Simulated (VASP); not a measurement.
# Ti3O4 (I4/mmm) in VASP: single point with PBEsol

Aim: the single point of Ti3O4 with PBEsol.

All numbers are computed with VASP 6.6.1; they aren't measurements. Logs are shortened: lines on timing, memory, paths and dates and some standing lists are left out, and cuts for length are marked.

### 1 The cell of the first run

The structure is tetragonal, space group I4/mmm (No. 139). Conventional cell: a = 4.100 Å, b = 4.100 Å, c = 8.098 Å, α = 90.00°, β = 90.00°, γ = 90.00°. Within 2.7 Å of Ti (site symmetry -4m2) lie 6 O at 2.02 to 2.05 Å. Within 2.7 Å of Ti (site symmetry 4/mmm) lie 6 O at 2.05 to 2.08 Å. Within 2.7 Å of O (site symmetry mmm) lie 4 Ti at 2.02 to 2.05 Å. O (site symmetry 4mm) has 5 Ti at 2.05 to 2.08 Å within 2.7 Å.

### 2 Single point, PBEsol

Input file INCAR:

```
PREC = Accurate
ENCUT = 520
EDIFF = 1E-6
ISMEAR = 0
SIGMA = 0.1
LREAL = F
LASPH = T
NELM = 80
ALGO = Normal
ISIF = 2
LWAVE = F
LCHARG = F
GGA = PS
NBANDS = 39
```

Input file KPOINTS:

```
Automatic mesh
0
Gamma
  12 12 12
```

Input file POSCAR:

```
Ti3O4
1.0
   -2.0500366689      2.0500366689      4.0488713061
    2.0500366689     -2.0500366689      4.0488713061
    2.0500366689      2.0500366689     -4.0488713061
Ti O
3 4
Direct
    0.2500000000      0.7500000000      0.5000000000
    0.5000000000      0.5000000000      0.0000000000
    0.7500000000      0.2500000000      0.5000000000
    0.0000000000      0.5000000000      0.5000000000
    0.2426947646      0.2426947646      0.0000000000
    0.5000000000      0.0000000000      0.5000000000
    0.7573052354      0.7573052354      0.0000000000
```

Potentials or basis: VASP PAW PBE potentials, release 64 (Ti_sv, O).

The run is started by

```
$ cat potpaw_PBE.64/Ti_sv/POTCAR potpaw_PBE.64/O/POTCAR > POTCAR
$ mpirun -np 1 vasp_std > vasp.out
```

OUTCAR:

```text
PREC = Accurate
   ENCUT = 520
   EDIFF = 1E-6
   ISMEAR = 0
   LREAL = F
   LASPH = T
   NELM = 80
   ISIF = 2
   GGA = PS

 ion  position               nearest neighbor table
   1  0.250  0.750  0.500-   4 2.02   6 2.02   5 2.05   7 2.05   7 2.05   5 2.05   2 2.88   2 2.88
                             2 2.88   2 2.88   3 2.90   3 2.90   3 2.90   3 2.90
   2  0.500  0.500  0.000-   4 2.05   6 2.05   6 2.05   4 2.05   5 2.08   7 2.08   1 2.88   3 2.88
                             1 2.88   3 2.88   1 2.88   1 2.88   3 2.88   3 2.88
   3  0.750  0.250  0.500-   4 2.02   6 2.02   5 2.05   7 2.05   7 2.05   5 2.05   2 2.88   2 2.88
                             2 2.88   2 2.88   1 2.90   1 2.90   1 2.90   1 2.90
   4  0.000  0.500  0.500-   1 2.02   3 2.02   2 2.05   2 2.05
   5  0.243  0.243  0.000-   3 2.05   1 2.05   1 2.05   3 2.05   2 2.08
   6  0.500  0.000  0.500-   1 2.02   3 2.02   2 2.05   2 2.05
   7  0.757  0.757  0.000-   1 2.05   3 2.05   3 2.05   1 2.05   2 2.08

  LATTYP: Found a body centered tetragonal cell.
 ALAT       =     4.1000733378
 C/A-ratio  =     1.9750238459

  Lattice vectors:

 A1 = (  -2.0500366689,   2.0500366689,   4.0488713061)
 A2 = (   2.0500366689,  -2.0500366689,   4.0488713061)
 A3 = (   2.0500366689,   2.0500366689,  -4.0488713061)

Analysis of symmetry for initial positions (statically):
=====================================================================
 Subroutine PRICEL returns:
 Original cell was already a primitive cell.

 Routine SETGRP: Setting up the symmetry group for a
 body centered tetragonal supercell.

 Subroutine GETGRP returns: Found 16 space group operations
 (whereof 16 operations were pure point group operations)
 out of a pool of 16 trial point group operations.

The static configuration has the point symmetry D_4h.

Analysis of symmetry for dynamics (positions and initial velocities):
=====================================================================
 Subroutine PRICEL returns:
 Original cell was already a primitive cell.

 Routine SETGRP: Setting up the symmetry group for a
 body centered tetragonal supercell.

 Subroutine GETGRP returns: Found 16 space group operations
 (whereof 16 operations were pure point group operations)
 out of a pool of 16 trial point group operations.

The dynamic configuration has the point symmetry D_4h.

 Subroutine INISYM returns: Found 16 space group operations
 (whereof 16 operations are pure point group operations),
 and found     1 'primitive' translations

[... 110 lines left out ...]
   ISIF   =      2    stress and relaxation
   ISYM   =      2    0-nonsym 1-usesym 2-fastsym
   POTIM  = 0.5000    time-step for ionic-motion
   TEBEG  =    0.0;   TEEND  =   0.0 temperature during run
   PSTRESS=    0.0 pullay stress
   NELECT =      60.0000    total number of electrons
   NUPDOWN=      -1.0000    fix difference up-down
   EMIN   =  10.00;   EMAX   =-10.00  energy-range for DOS
   EFERMI =   0.00;   METHOD = LEGACY
   ISMEAR =     0;   SIGMA  =   0.10  broadening in eV -4-tet -1-fermi 0-gaus
   EFERMI_NEDOS =   21; number of points for ismear=-14 and -15
   IALGO  =     38    algorithm
   IMIX   =      4    mixing-type and parameters
     AMIX     =   0.40;   BMIX     =  1.00
     AMIX_MAG =   1.60;   BMIX_MAG =  1.00
  volume/ion in A,a.u.               =       9.72        65.62
  Fermi-wavevector in a.u.,A,eV,Ry     =   1.569710  2.966322 33.524625  2.463990
  Thomas-Fermi vector in A             =   2.671552
   LORBIT       =      0    0 simple, 1 ext, 2 COOP (PROOUT), +10 PAW based schemes
   GGA     = PS    functional components
   LHFCALC =     F    Hartree Fock is set to
   AEXX    =    0.0000 exact exchange contribution
   IVDW    =     0    specifies the selected vdW correction
   LEPSILON=     F    determine dielectric tensor
   LRPA    =     F    only Hartree local field effects (RPA)
 non-spin polarized calculation
 Gauss-broadening in eV      SIGMA  =   0.10
  energy-cutoff  :      520.00
  volume of cell :       68.06
 maximum number of plane-waves:      1850
 NGX is ok and might be reduce to    40
   NGX = 19   NGY = 19   NGZ = 19

 number of electron      59.9999995 magnetization

 Free energy of the ion-electron system (eV)
  ---------------------------------------------------
  ext. energy  EPLUGINS =         0.00000000
  ---------------------------------------------------
  free energy    TOTEN  =       -66.19580726 eV

  energy without entropy =      -66.18296999  energy(sigma->0) =      -66.18938863

 E-fermi :   9.8935     XC(G=0): -12.5931

 val. band max:        9.8911828115   @ k =   0.3333   0.0833   0.0000
 cond. band min:       9.8995289302   @ k =  -0.2500   0.4167   0.1667
 fundamental gap:      0.0083461186
 Fermi energy:         9.8934835200

 k-point     1 :       0.0000    0.0000    0.0000
  band No.  band energies     occupation
      1     -48.0973      2.00000
      2     -47.9684      2.00000
      3     -47.8540      2.00000
      4     -24.6852      2.00000
      5     -24.6581      2.00000
      6     -24.6581      2.00000
[... 997 lines left out ...]
     38      12.0404      0.00000
     39      12.7645      0.00000

 [... further k-points ...]

------------------------ aborting loop because EDIFF is reached ----------------------------------------

  FORCE on cell =-STRESS in cart. coord.  units (eV):
  Direction    XX          YY          ZZ          XY          YZ          ZX
  --------------------------------------------------------------------------------------
  -------------------------------------------------------------------------------------
  Total        0.2764128      0.2764128      0.3394046      0.0000000     -0.0000000      0.0000000
  in kB        6.5065622      6.5065622      7.9893422      0.0000000     -0.0000000      0.0000000
  external PRESSURE =       7.0008222 kB  Pullay stress =       0.0000000 kB

 VOLUME and BASIS-vectors are now :
 -----------------------------------------------------------------------------
  energy-cutoff  :      520.00
  volume of cell :       68.06
      direct lattice vectors                 reciprocal lattice vectors
    -2.050036669  2.050036669  4.048871306     0.000000000  0.243898076  0.123491206
     2.050036669 -2.050036669  4.048871306     0.243898076  0.000000000  0.123491206
     2.050036669  2.050036669 -4.048871306     0.243898076  0.243898076  0.000000000

 POSITION                                       TOTAL-FORCE (eV/Angst)
 -----------------------------------------------------------------------------------
      2.05004      0.00000      2.02444        -0.000000     -0.000000      0.000000
      0.00000      0.00000      4.04887        -0.000000     -0.000000      0.000000
      0.00000      2.05004      2.02444        -0.000000     -0.000000     -0.000000
      2.05004      0.00000      0.00000        -0.000000     -0.000000      0.000000
      0.00000      0.00000      1.96528        -0.000000     -0.000000     -0.024371
      0.00000      2.05004      0.00000        -0.000000     -0.000000     -0.000000
      0.00000      0.00000      6.13246         0.000000      0.000000      0.024371
 -----------------------------------------------------------------------------------
    total drift:                               -0.000000     -0.000000      0.000000

  FREE ENERGIE OF THE ION-ELECTRON SYSTEM (eV)
  ---------------------------------------------------
  free  energy   TOTEN  =       -66.1958072625 eV

  energy  without entropy=      -66.1829699942  energy(sigma->0) =      -66.18938863
```

OSZICAR:

```text
N       E                     dE             d eps       ncg     rms          rms(c)
DAV:   1     0.883720428349E+03    0.88372E+03   -0.30483E+04 13050   0.193E+03
DAV:   2     0.694631285388E+02   -0.81426E+03   -0.77627E+03 13121   0.582E+02
DAV:   3    -0.686225163629E+02   -0.13809E+03   -0.13509E+03 16880   0.216E+02
DAV:   4    -0.781999157227E+02   -0.95774E+01   -0.95252E+01 19756   0.572E+01
DAV:   5    -0.786146228692E+02   -0.41471E+00   -0.41423E+00 18234   0.970E+00    0.308E+01
DAV:   6    -0.663329951823E+02    0.12282E+02   -0.76910E+01 18464   0.703E+01    0.111E+01
DAV:   7    -0.662498454916E+02    0.83150E-01   -0.86111E+00 18705   0.192E+01    0.803E+00
DAV:   8    -0.663137663396E+02   -0.63921E-01   -0.95318E-01 18990   0.139E+01    0.406E+00
DAV:   9    -0.662067840340E+02    0.10698E+00   -0.45577E-01 17151   0.766E+00    0.123E+00
DAV:  10    -0.661930175084E+02    0.13767E-01   -0.11099E-01 17798   0.373E+00    0.674E-01
DAV:  11    -0.661958132679E+02   -0.27958E-02   -0.26191E-02 16658   0.175E+00    0.447E-01
DAV:  12    -0.661958133971E+02   -0.12924E-06   -0.57233E-03 17227   0.946E-01    0.685E-02
DAV:  13    -0.661958200421E+02   -0.66450E-05   -0.90699E-04 18590   0.380E-01    0.546E-02
DAV:  14    -0.661958029362E+02    0.17106E-04   -0.17872E-04 17546   0.173E-01    0.131E-02
DAV:  15    -0.661958067835E+02   -0.38474E-05   -0.30007E-05 17414   0.428E-02    0.578E-03
DAV:  16    -0.661958072625E+02   -0.47895E-06   -0.31325E-06 13152   0.169E-02
   1 F= -.66195807E+02 E0= -.66189389E+02  d E =-.128373E-01
```

Run time: 12 min. Hardware: 1 thread of AMD EPYC 7R13 (Zen 3), shared host; peak memory 0.44 GiB.

Results:

| Item | Value |
| --- | --- |
| Free energy | -66.1958 eV |
| Pressure | 0.7 GPa |
| Largest force | 0.024 eV/Å |
| Band gap on the k mesh | zero (bands 30 and 31 overlap by 3.61 eV) |

Forces in eV/Å, atoms in the order of the input:
```
Ti   0.000  0.000  0.000
Ti   0.000  0.000  0.000
Ti   0.000  0.000  0.000
O    0.000  0.000  0.000
O    0.000  0.000 -0.024
O    0.000  0.000  0.000
O    0.000  0.000  0.024
```

Caveat: the PAW data sets were made with another functional, which shifts forces and pressure a little; semilocal functionals often make such compounds metallic where correlation or magnetic order opens a gap, which also shifts bond lengths.
